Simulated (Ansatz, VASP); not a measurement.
# B in VASP and in Ansatz

```
B
1.0
     4.29243    0.00000    0.00000
    -2.14622    3.71735    0.00000
     0.00000    0.00000    1.59835
B
3
Direct
  0.00000 0.00000 0.00000
  0.33333 0.66667 0.50000
  0.66667 0.33333 0.50000
```

Alike in both runs: functional PBE; k mesh 12 × 12 × 26; occupations gaussian, width 0.1 eV; no spin polarisation.

Ansatz relaxed the structure, and its values are those at the end. VASP's run is a single point on that final structure, the one shown.

|  | VASP | Ansatz |
| --- | --- | --- |
| version | VASP 6.6.1 | Ansatz 0.2.0 |
| potentials or method | VASP PAW PBE potentials, release 64 (B), cutoff 520 eV | scalar-relativistic, plane waves, PAW |
| valence electrons in the cell | 9 | 9 |

```tsv
	VASP	Ansatz	Ansatz less VASP
gap on the k mesh at the Fermi level (eV)	none	none	-
pressure (GPa)	-0.1	0.0	+0.05
```

A gap of «none» marks a metal or a gap that the smearing closes.
